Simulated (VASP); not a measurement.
# Al2O3: single point with LDA

The system is Al2O3.

```
Al O
1.0
     2.84955    0.00000    0.00000
    -1.42478    2.46779    0.00000
     0.00000    0.00000    6.57366
Al O
2 3
Direct
  0.33333 0.66667 0.20518
  0.66667 0.33333 0.79482
  0.00000 0.00000 0.00000
  0.33333 0.66667 0.69393
  0.66667 0.33333 0.30607
```

```json
{
  "Program": "VASP 6.6.1",
  "Task": "single point",
  "Functional": "LDA",
  "Potentials or basis": "VASP PAW LDA potentials, release 64 (Al, O)",
  "Cutoff": "520 eV",
  "k mesh": "12 × 12 × 4",
  "Occupations": "fermi-dirac, width 0.02 eV",
  "Spin": "no spin polarisation",
  "Dipole correction": "no",
  "Further INCAR settings": "ALGO = Normal; EDIFF = 1e-06; NBANDS = 20"
}
```

```
Pressure               : 1.0 GPa
Largest force          : 0.038 eV/Å
Band gap on the k mesh : 4.72 eV (least direct gap 4.73 eV)
```

Forces in eV/Å, atoms in the order of the input:
```
Al   0.000  0.000 -0.006
Al   0.000  0.000  0.006
O    0.000  0.000  0.000
O    0.000  0.000 -0.038
O    0.000  0.000  0.038
```

Stress tensor (GPa, compression positive):
```
1.43 0.00 0.00
0.00 1.43 0.00
0.00 0.00 0.24
```

Levels at points of the mesh, in eV from the valence-band top:
| k point | band 8 | band 9 | band 10 | band 11 | band 12 | band 13 | band 14 | band 15 | band 16 | band 17 |
| --- | --- | --- | --- | --- | --- | --- | --- | --- | --- | --- |
| (0.00, 0.00, 0.00) | -1.78 | -1.78 | -1.14 | -1.14 | -0.01 | 4.72 | 7.63 | 8.47 | 13.27 | 13.43 |
| (0.50, 0.00, 0.00) | -2.40 | -2.38 | -1.68 | -1.56 | -1.01 | 6.57 | 8.97 | 9.85 | 10.73 | 11.55 |
| (0.00, 0.00, 0.50) | -1.70 | -1.70 | -1.45 | -1.19 | -1.19 | 5.49 | 7.48 | 8.00 | 13.24 | 13.65 |
| (0.50, 0.00, 0.50) | -2.69 | -2.55 | -2.07 | -1.57 | -0.43 | 6.72 | 8.43 | 9.86 | 11.18 | 11.56 |

Wall time 20 s on 1 thread of Intel(R) Xeon(R) 6975P-C (Granite Rapids) (shared host), peak memory 0.18 GiB.

A k mesh can miss the band edges.
